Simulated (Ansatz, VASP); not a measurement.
**Two plane-wave programs on SiGeO4**

```xyz
6
Lattice="0.0000 3.7035 3.7035 3.7035 0.0000 3.7035 3.7035 3.7035 0.0000" Properties=species:S:1:pos:R:3 pbc="T T T"
Si    5.5553    5.5553    5.5553
Ge    3.7035    3.7035    3.7035
O     4.6599    2.7471    2.7471
O     2.7471    4.6599    2.7471
O     2.7471    2.7471    4.6599
O     4.6599    4.6599    4.6599
```

Alike in both runs: functional PBE; k mesh 6 × 6 × 6; occupations gaussian, width 0.02 eV; no spin polarisation.

Ansatz relaxed the structure, and its values are those at the end. VASP's run is a single point on that final structure, the one shown.

```csv
,VASP,Ansatz
version,VASP 6.6.1,Ansatz 0.2.0
potentials or method,"VASP PAW PBE potentials, release 64 (Si, Ge_d, O), cutoff 520 eV","scalar-relativistic, plane waves, PAW"
valence electrons in the cell,42,42
```

```csv
,VASP,Ansatz,Ansatz less VASP
gap on the k mesh at the Fermi level (eV),5.19,5.20,+0.003
least direct gap on the mesh (eV),5.20,5.20,+0.003
pressure (GPa),20.6,21.0,+0.47
rms of the force components (eV/Å),0.091,0.008,-0.0828
```

Ansatz's warnings: stress scf threshold loose.
